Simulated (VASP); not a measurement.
Runs of VASP 6.6.1 on LiNbO3. The structure is that of space group R3c (No. 161), or close to it. The cells are those of the table. 

| cell | gap on the mesh (eV) | largest force (eV/Å) |
| --- | --- | --- |
| a = 5.497 Å, angles 55.7°, 10 atoms | 3.61 | (c) |
| a = 5.605 Å, angles 55.8°, 10 atoms | 3.42 | 0.38 |
| a = 5.437 Å, angles 55.8°, 10 atoms | (b) | (a) |
| a = 5.494 Å, angles 55.8°, 10 atoms | 3.70 | 0.42 |
| a = 5.550 Å, angles 55.8°, 10 atoms | 3.55 | 0.02 |

Alike in all rows: task single point; level PBE; potentials or basis VASP PAW PBE potentials, release 64 (Li_sv, Nb_sv, O); no spin polarisation; k mesh 6 × 6 × 6; cutoff (eV) 520; smearing gaussian 0.01 eV.

Q: Fill in the values left out.

A: (a) 0.89; (b) 3.84; (c) 0.11.

A k mesh can miss the band edges, and the runs leave out spin-orbit coupling on Nb.
